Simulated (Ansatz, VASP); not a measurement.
ZnSe in VASP and in Ansatz

The input INCAR:

```
PREC = Accurate
ENCUT = 520
EDIFF = 1E-6
ISMEAR = -1
SIGMA = 0.08
LREAL = F
LASPH = T
NELM = 80
ALGO = Normal
ISIF = 2
LWAVE = F
LCHARG = T
GGA = PE
LELF = T
LVHAR = T
NBANDS = 26
```

The input KPOINTS:

```
Automatic mesh
0
Gamma
  10 10 6
```

File POSCAR:

```
ZnSe
1.0
    3.0323516282      0.0000000000      0.0000000000
   -1.5161758141      2.6260935432      0.0000000000
    0.0000000000      0.0000000000      5.3931842542
Zn Se
2 2
Direct
    0.0000000000      0.0000000000      0.0000000000
    0.0000000000      0.0000000000      0.5000000000
    0.3333333333      0.6666666667      0.2500000000
    0.6666666667      0.3333333333      0.7500000000
```

Input for Ansatz:

```yaml
crystal:
  lattice:
    - [3.0323516282, 0.0, 0.0]
    - [-1.5161758141, 2.6260935432, 0.0]
    - [0.0, 0.0, 5.3931842542]
  atoms:
    - { symbol: Zn, position: [0.0, 0.0, 0.0] }
    - { symbol: Zn, position: [0.0, 0.0, 0.5] }
    - { symbol: Se, position: [0.3333333333, 0.6666666667, 0.25] }
    - { symbol: Se, position: [0.6666666667, 0.3333333333, 0.75] }
kpoints:
  mp_grid: { grid: [10, 10, 6] }
scf:
  occupations: { method: fermi_dirac, width: 0.08 }
hamiltonian:
  xc: pbe
  pseudopotentials: { kind: paw, source: ansatz }
output:
  forces: true
  stress: true
  eigenvalues: true
```

Change from the starting cell: volume scaled by 0.55, PAW files, source ansatz.

Alike in both runs: task single point; functional PBE; k mesh 10 × 10 × 6; occupations fermi-dirac, width 0.08 eV; no spin polarisation.

|  | VASP | Ansatz |
| --- | --- | --- |
| version | VASP 6.6.1 | Ansatz 0.2.0 |
| potentials or method | VASP PAW PBE potentials, release 64 (Zn, Se) | PAW with other files of Ansatz's library (source ansatz), scalar-relativistic |
| plane-wave cutoff (eV) | 520 | 660 |
| valence electrons in the cell | 36 | 72 |

Ansatz gave:

```
pressure (GPa)                                                : 161.9
traceless stress, the component that is largest in VASP (GPa) : -0.04
```

**Question.** Which values does VASP return?

**Answer.** Pressure (GPa): 164.8; traceless stress, the component that is largest in VASP (GPa): 0.19.

Both programs put the cell under a high pressure, so it lies far from rest at this level. VASP's potentials hold 36 valence electrons a cell and Ansatz's 72, so a difference there can come from the potentials and not from the codes.

Noted on VASP's run: the cell as given lies far from equilibrium.
